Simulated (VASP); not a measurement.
Li3H2:

```
Li H
1.0
     1.45226    0.83846    6.73196
    -1.45226    0.83846    6.73196
     0.00000   -1.67692    6.73196
Li H
3 2
Direct
  0.00000 0.00000 0.00000
  0.20950 0.20950 0.20950
  0.79050 0.79050 0.79050
  0.40000 0.40000 0.40000
  0.60000 0.60000 0.60000
```

* Program: VASP 6.6.1
* Task: relaxation of cell and atoms
* Functional: PBE
* Potentials or basis: VASP PAW PBE potentials, release 64 (Li_sv, H)
* Cutoff: 600 eV
* k mesh: 6 × 6 × 6
* Occupations: gaussian, width 0.1 eV
* Spin: no spin polarisation

At the start: pressure 1.2 GPa; volume 9.84 Å³/atom.

Q: How do energy, volume and symmetry change on relaxing?

A: Over 10 steps the energy falls by 158.3 meV/atom and the volume is 10.07 Å³/atom (+2.4 %); space group R-3m (No. 166, to 0.1 Å) before and after.

Step by step:
```csv
step,energy change (eV),largest force (eV/Å),pressure (GPa),volume (Å³)
1,0.0000,1.8770,1.25,49.18
2,-0.3342,1.2091,0.43,49.72
3,-0.6090,0.4889,-0.24,50.54
4,-0.6428,0.5452,-0.26,50.88
5,-0.6445,0.5602,-0.24,50.98
6,-0.6895,0.4871,-0.25,50.88
7,-0.7774,0.1940,-0.13,50.56
8,-0.6288,0.6885,0.78,49.87
9,-0.7871,0.0613,-0.06,50.44
10,-0.7915,0.0284,0.04,50.36
```

Final structure:
```xyz
5
Lattice="1.4073 0.8125 7.3404 -1.4073 0.8125 7.3404 0.0000 -1.6250 7.3404" Properties=species:S:1:pos:R:3 pbc="T T T"
Li    0.0000    0.0000    0.0000
Li    0.0000    0.0000    4.9805
Li    0.0000    0.0000   17.0408
H     0.0000    0.0000    8.5413
H     0.0000    0.0000   13.4800
```

Caveat: the k points lie up to 0.43 Å⁻¹ apart in the final cell, too coarse for converged energies and pressures of a metal; the cutoff is under 1.25 times the usual one of these potentials, so pressure, stress and relaxed cells hold a basis-set (Pulay) error.
